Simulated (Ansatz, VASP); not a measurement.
Ge: VASP beside Ansatz

```
CELL_PARAMETERS angstrom
0.00000 2.88053 2.88053
2.88053 0.00000 2.88053
2.88053 2.88053 0.00000
ATOMIC_POSITIONS crystal
Ge 0.50000 0.50000 0.50000
Ge 0.75000 0.75000 0.75000
```

Alike in both runs: functional PBE; k mesh 14 × 14 × 14; occupations gaussian, width 0.1 eV; no spin polarisation.

Ansatz relaxed the structure, and its values are those at the end. VASP's run is a single point on that final structure, the one shown.

|  | VASP | Ansatz |
| --- | --- | --- |
| version | VASP 6.6.1 | Ansatz 0.2.0 |
| potentials or method | VASP PAW PBE potentials, release 64 (Ge_d), cutoff 500 eV | scalar-relativistic, plane waves, PAW |
| valence electrons in the cell | 28 | 28 |

```csv
,VASP,Ansatz,Ansatz less VASP
gap on the k mesh at the Fermi level (eV),none,none,-
pressure (GPa),-0.2,0.0,+0.16
```

A gap of «none» marks a metal or a gap that the smearing closes.
